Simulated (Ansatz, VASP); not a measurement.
# Si7N: VASP beside Ansatz

```
Si N
1.0
     5.33166    0.00000    0.00000
     0.00000    5.33166    0.00000
     0.00000    0.00000    5.33166
Si N
7 1
Cartesian
  1.3469 1.3469 1.3469
  0.0000 2.6658 2.6658
  2.6658 2.6658 0.0000
  2.6658 0.0000 2.6658
  3.9848 1.3469 3.9848
  3.9848 3.9848 1.3469
  1.3469 3.9848 3.9848
  0.0000 0.0000 0.0000
```

Change from the starting cell: species swapped into the Si7Ge type (P-43m, No. 215).

Alike in both runs: task relaxation of cell and atoms; functional PBE; k mesh 3 × 3 × 3; occupations gaussian, width 0.2 eV; no spin polarisation.

```csv
,VASP,Ansatz
version,VASP 6.6.1,Ansatz 0.2.0
potentials or method,"VASP PAW PBE potentials, release 64 (Si, N), cutoff 600 eV","scalar-relativistic, plane waves, PAW"
valence electrons in the cell,33,33
```

```csv
,VASP,Ansatz,Ansatz less VASP
"gap on the k mesh at the Fermi level, each at its own relaxed structure (eV)",none,none,-
relaxed volume (Å³/atom),17.46,17.51,+0.052
relaxed cell length with the largest relative difference (Å),5.189,5.194,+0.0051
```

A gap of «none» marks a metal or a gap that the smearing closes.

The k mesh is coarse, so the values compare programs but aren't converged.
